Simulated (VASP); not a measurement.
# FeNi (P4/mmm) in VASP: single point with r2SCAN

Aim: the single point of FeNi with r2SCAN.

All numbers are computed with VASP 6.6.1; they aren't measurements. Logs are shortened: lines on timing, memory, paths and dates and some standing lists are left out, and cuts for length are marked.

### 1 The cell of the first run

The structure is tetragonal, space group P4/mmm (No. 123). Conventional cell: a = 2.513 Å, b = 2.513 Å, c = 3.535 Å, α = 90.00°, β = 90.00°, γ = 90.00°. Within 3.3 Å of Fe (site symmetry 4/mmm) lie 8 Ni at 2.51 Å and 4 Fe at 2.51 Å. Within 3.3 Å of Ni (site symmetry 4/mmm) lie 8 Fe at 2.51 Å and 4 Ni at 2.51 Å.

### 2 Single point, r2SCAN, collinear spin, ferromagnetic start

The input, POSCAR:

```
FeNi
1.0
    2.5129358333      0.0000000000      0.0000000000
    0.0000000000      2.5129358333      0.0000000000
    0.0000000000      0.0000000000      3.5348267857
Fe Ni
1 1
Direct
    0.0000000000      0.0000000000      0.0000000000
    0.5000000000      0.5000000000      0.5000000000
```

The input, INCAR.step1:

```
PREC = Accurate ; ENCUT = 520
ISMEAR = 0 ; SIGMA = 0.1
LREAL = F ; LASPH = T
NELM = 150 ; ISPIN = 2
MAGMOM = 3.24 0.78 ; LMAXMIX = 4
NBANDS = 20 ; GGA = PE
ALGO = Normal ; EDIFF = 1E-4
LWAVE = T ; LCHARG = F
```

The input, INCAR.step2:

```
PREC = Accurate ; ENCUT = 520
EDIFF = 1E-6 ; ISMEAR = 0
SIGMA = 0.1 ; LREAL = F
LASPH = T ; NELM = 150
ALGO = Normal ; ISIF = 2
LWAVE = F ; LCHARG = F
ISPIN = 2 ; MAGMOM = 3.24 0.78
LORBIT = 11 ; LMAXMIX = 4
METAGGA = R2SCAN ; LMIXTAU = T
NBANDS = 20 ; ISTART = 1
```

The input, KPOINTS:

```
Automatic mesh
0
Gamma
  16 16 12
```

Potentials or basis: VASP PAW PBE potentials, release 64 (Fe, Ni).

Launch:

```
$ cat potpaw_PBE.64/Fe/POTCAR potpaw_PBE.64/Ni/POTCAR > POTCAR
$ cp INCAR.step1 INCAR
$ mpirun -np 1 vasp_std > vasp.out
$ cp INCAR.step2 INCAR
$ mpirun -np 1 vasp_std > vasp.out
```

OUTCAR:

```text
PREC = Accurate
   ENCUT = 520
   EDIFF = 1E-6
   ISMEAR = 0
   LREAL = F
   LASPH = T
   NELM = 150
   ISIF = 2
   ISPIN = 2
   LORBIT = 11
   METAGGA = R2SCAN
   ISTART = 1

 ion  position               nearest neighbor table
   1  0.000  0.000  0.000-   2 2.51   2 2.51   2 2.51   2 2.51   2 2.51   2 2.51   2 2.51   2 2.51

   2  0.500  0.500  0.500-   1 2.51   1 2.51   1 2.51   1 2.51   1 2.51   1 2.51   1 2.51   1 2.51

  LATTYP: Found a simple tetragonal cell.
 ALAT       =     2.5129358333
 C/A-ratio  =     1.4066522268

  Lattice vectors:

 A1 = (   2.5129358333,   0.0000000000,   0.0000000000)
 A2 = (   0.0000000000,   2.5129358333,   0.0000000000)
 A3 = (   0.0000000000,   0.0000000000,   3.5348267857)

Analysis of symmetry for initial positions (statically):
=====================================================================
 Subroutine PRICEL returns:
 Original cell was already a primitive cell.

 Routine SETGRP: Setting up the symmetry group for a
 simple tetragonal supercell.

 Subroutine GETGRP returns: Found 16 space group operations
 (whereof 16 operations were pure point group operations)
 out of a pool of 16 trial point group operations.

The static configuration has the point symmetry D_4h.

Analysis of symmetry for dynamics (positions and initial velocities):
=====================================================================
 Subroutine PRICEL returns:
 Original cell was already a primitive cell.

 Routine SETGRP: Setting up the symmetry group for a
 simple tetragonal supercell.

 Subroutine GETGRP returns: Found 16 space group operations
 (whereof 16 operations were pure point group operations)
 out of a pool of 16 trial point group operations.

The dynamic configuration has the point symmetry D_4h.

Analysis of structural, dynamic, and magnetic symmetry:
=====================================================================
 Subroutine PRICEL returns:
 Original cell was already a primitive cell.

 Routine SETGRP: Setting up the symmetry group for a
 simple tetragonal supercell.

 Subroutine GETGRP returns: Found 16 space group operations
 (whereof 16 operations were pure point group operations)
 out of a pool of 16 trial point group operations.

The overall configuration has the point symmetry D_4h.

 Subroutine INISYM returns: Found 16 space group operations
 (whereof 16 operations are pure point group operations),
 and found     1 'primitive' translations

----------------------------------------------------------------------------------------

                                     Primitive cell

  volume of cell :      22.3219

  direct lattice vectors                    reciprocal lattice vectors
     2.512935833  0.000000000  0.000000000     0.397940921  0.000000000  0.000000000
     0.000000000  2.512935833  0.000000000     0.000000000  0.397940921  0.000000000
     0.000000000  0.000000000  3.534826786     0.000000000  0.000000000  0.282899293

  length of vectors
     2.512935833  2.512935833  3.534826786     0.397940921  0.397940921  0.282899293

  position of ions in fractional coordinates (direct lattice)
     0.000000000  0.000000000  0.000000000
     0.500000000  0.500000000  0.500000000

  ion indices of the primitive-cell ions
   primitive index   ion index
                 1           1
                 2           2

----------------------------------------------------------------------------------------

 KPOINTS: Automatic mesh

Automatic generation of k-mesh.
 Grid dimensions read from file:
 generate k-points for:   16   16   12

 Generating k-lattice:

  Cartesian coordinates                     Fractional coordinates (reciprocal lattice)
     0.024871308  0.000000000  0.000000000     0.062500000  0.000000000  0.000000000
     0.000000000  0.024871308  0.000000000     0.000000000  0.062500000  0.000000000
     0.000000000  0.000000000  0.023574941     0.000000000  0.000000000  0.083333333

  Length of vectors
     0.024871308  0.024871308  0.023574941

  Shift w.r.t. Gamma in fractional coordinates (k-lattice)
     0.000000000  0.000000000  0.000000000

 Subroutine IBZKPT returns following result:
 ===========================================

 Found    315 irreducible k-points:

 Following reciprocal coordinates:
            Coordinates               Weight
  0.000000  0.000000  0.000000      1.000000
  0.062500  0.000000  0.000000      4.000000
  0.125000  0.000000  0.000000      4.000000
  0.187500  0.000000  0.000000      4.000000
  0.250000  0.000000  0.000000      4.000000
  0.312500  0.000000  0.000000      4.000000
[... 16 lines left out ...]
  0.437500  0.125000  0.000000      8.000000
  0.500000  0.125000  0.000000      4.000000
 [... further k-points ...]
   k-points           NKPTS =    315   k-points in BZ     NKDIM =    315   number of bands    NBANDS=     20
   number of dos      NEDOS =    301   number of ions     NIONS =      2
   total plane-waves  NPLWV =  11200
   dimension x,y,z NGX =    20 NGY =   20 NGZ =   28
   dimension x,y,z NGXF=    40 NGYF=   40 NGZF=   56
   ions per type =               1   1
   NGX,Y,Z   is equivalent  to a cutoff of  13.23, 13.23, 13.17 a.u.
   NGXF,Y,Z  is equivalent  to a cutoff of  26.46, 26.46, 26.34 a.u.
 SYSTEM =  unknown system
   PREC   = accura    normal or accurate (medium, high low for compatibility)
   ISTART =      1    job   : 0-new  1-cont  2-samecut
   ICHARG =      0    charge: 1-file 2-atom 10-const
   ISPIN  =      2    spin polarized calculation?
   LNONCOLLINEAR =      F non collinear calculations
   LSORBIT =      F    spin-orbit coupling
   LASPH  =      T    aspherical Exc in radial PAW
   ENCUT  =  520.0 eV  38.22 Ry    6.18 a.u.   4.67  4.67  6.57*2*pi/ulx,y,z
   NELM   =    150;   NELMIN=  2; NELMDL=  0     # of ELM steps
   EDIFF  = 0.1E-05   stopping-criterion for ELM
   LREAL  =      F    real-space projection
   EDIFFG = 0.1E-04   stopping-criterion for IOM
   NSW    =      0    number of steps for IOM
   IBRION =     -1    ionic relax: 0-MD 1-quasi-New 2-CG
   NFREE  =      0    steps in history (QN), initial steepest desc. (CG)
   ISIF   =      2    stress and relaxation
   ISYM   =      2    0-nonsym 1-usesym 2-fastsym
   POTIM  = 0.5000    time-step for ionic-motion
   TEBEG  =    0.0;   TEEND  =   0.0 temperature during run
   PSTRESS=    0.0 pullay stress
   NELECT =      18.0000    total number of electrons
   NUPDOWN=      -1.0000    fix difference up-down
   EMIN   =  10.00;   EMAX   =-10.00  energy-range for DOS
   EFERMI =   0.00;   METHOD = LEGACY
   ISMEAR =     0;   SIGMA  =   0.10  broadening in eV -4-tet -1-fermi 0-gaus
   EFERMI_NEDOS =   21; number of points for ismear=-14 and -15
   IALGO  =     38    algorithm
   IMIX   =      4    mixing-type and parameters
     AMIX     =   0.40;   BMIX     =  1.00
     AMIX_MAG =   1.60;   BMIX_MAG =  1.00
  volume/ion in A,a.u.               =      11.16        75.32
  Fermi-wavevector in a.u.,A,eV,Ry     =   1.523779  2.879525 31.591406  2.321903
  Thomas-Fermi vector in A             =   2.632176
   LORBIT       =     11    0 simple, 1 ext, 2 COOP (PROOUT), +10 PAW based schemes
   METAGGA = R2SCAN    functional components
   LHFCALC =     F    Hartree Fock is set to
   AEXX    =    0.0000 exact exchange contribution
   IVDW    =     0    specifies the selected vdW correction
   LEPSILON=     F    determine dielectric tensor
   LRPA    =     F    only Hartree local field effects (RPA)
 spin polarized calculation
 Gauss-broadening in eV      SIGMA  =   0.10
  energy-cutoff  :      520.00
  volume of cell :       22.32
 maximum number of plane-waves:       617
 NGX is ok and might be reduce to    20
   NGX =  9   NGY =  9   NGZ = 13

 number of electron      17.9999995 magnetization       3.5198105

 Free energy of the ion-electron system (eV)
  ---------------------------------------------------
  ext. energy  EPLUGINS =         0.00000000
  ---------------------------------------------------
  free energy    TOTEN  =       -26.50977612 eV

  energy without entropy =      -26.50344130  energy(sigma->0) =      -26.50660871

 E-fermi :   7.7100     XC(G=0): -14.3082

 val. band max:        7.7033027173   @ k =   0.3750   0.1875   0.1667
 cond. band min:       7.7183262512   @ k =   0.3125   0.1250   0.5000
 fundamental gap:      0.0150235339
 Fermi energy:         7.7099578512

 spin component 1

 k-point     1 :       0.0000    0.0000    0.0000
  band No.  band energies     occupation
      1      -1.5749      1.00000
      2       1.9020      1.00000
      3       2.5596      1.00000
      4       4.4428      1.00000
      5       4.4428      1.00000
      6       4.5516      1.00000
[... 12 lines left out ...]
     19      35.7078      0.00000
     20      35.7138      0.00000
[... 507 lines left out ...]
 k-point    24 :       0.5000    0.1250    0.0000
  band No.  band energies     occupation
      1       2.9597      1.00000
      2       2.9881      1.00000
      3       3.2810      1.00000
      4       3.6678      1.00000
      5       3.8858      1.00000
      6       4.1743      1.00000
[... 12 lines left out ...]
     19      35.9455      0.00000
     20      35.9741      0.00000

 [... further k-points ...]

 spin component 2

 k-point     1 :       0.0000    0.0000    0.0000
  band No.  band energies     occupation
      1      -1.9850      1.00000
      2       3.5847      1.00000
      3       4.3695      1.00000
      4       6.3242      1.00000
      5       6.3242      1.00000
      6       6.9577      1.00000
[... 12 lines left out ...]
     19      36.3909      0.00000
     20      36.3973      0.00000
[... 507 lines left out ...]
 k-point    24 :       0.5000    0.1250    0.0000
  band No.  band energies     occupation
      1       3.3994      1.00000
      2       3.7567      1.00000
      3       4.9097      1.00000
      4       5.6138      1.00000
      5       5.6503      1.00000
      6       6.0890      1.00000
[... 12 lines left out ...]
     19      36.1333      0.00000
     20      36.2271      0.00000

 [... further k-points ...]

------------------------ aborting loop because EDIFF is reached ----------------------------------------

  FORCE on cell =-STRESS in cart. coord.  units (eV):
  Direction    XX          YY          ZZ          XY          YZ          ZX
  --------------------------------------------------------------------------------------
  -------------------------------------------------------------------------------------
  Total       -0.0008300     -0.0008300      0.0240547      0.0000000      0.0000000     -0.0000000
  in kB       -0.0595762     -0.0595762      1.7265533      0.0000000      0.0000000     -0.0000000
  external PRESSURE =       0.5358003 kB  Pullay stress =       0.0000000 kB

 VOLUME and BASIS-vectors are now :
 -----------------------------------------------------------------------------
  energy-cutoff  :      520.00
  volume of cell :       22.32
      direct lattice vectors                 reciprocal lattice vectors
     2.512935833  0.000000000  0.000000000     0.397940921  0.000000000  0.000000000
     0.000000000  2.512935833  0.000000000     0.000000000  0.397940921  0.000000000
     0.000000000  0.000000000  3.534826786     0.000000000  0.000000000  0.282899293

 POSITION                                       TOTAL-FORCE (eV/Angst)
 -----------------------------------------------------------------------------------
      0.00000      0.00000      0.00000         0.000000      0.000000      0.000000
      1.25647      1.25647      1.76741         0.000000      0.000000      0.000000
 -----------------------------------------------------------------------------------
    total drift:                               -0.000000      0.000000      0.000000

  FREE ENERGIE OF THE ION-ELECTRON SYSTEM (eV)
  ---------------------------------------------------
  free  energy   TOTEN  =       -26.5097761194 eV

  energy  without entropy=      -26.5034413001  energy(sigma->0) =      -26.50660871

 total charge

# of ion       s       p       d       tot
------------------------------------------
    1        0.486   0.544   6.135   7.165
    2        0.538   0.571   8.326   9.435
--------------------------------------------------
tot          1.024   1.115  14.461  16.600

 magnetization (x)

# of ion       s       p       d       tot
------------------------------------------
    1        0.010  -0.046   2.950   2.914
    2       -0.036  -0.105   0.815   0.674
--------------------------------------------------
tot         -0.026  -0.150   3.764   3.588
```

Wall time 15 min (1 thread of AMD EPYC 9R45 (Zen 5), shared host); peak memory 0.28 GiB.

What came out:

| Quantity | Value |
| --- | --- |
| Free energy | -26.5098 eV |
| Pressure | 0.1 GPa |
| Net moment | 3.52 μB per cell |
| Site moments | Fe +2.91; Ni +0.67 μB |
| Valence electrons inside the program's atomic spheres | Fe 7.17; Ni 9.44 |

Caveat: the PAW data sets were made with another functional, which shifts forces and pressure a little.
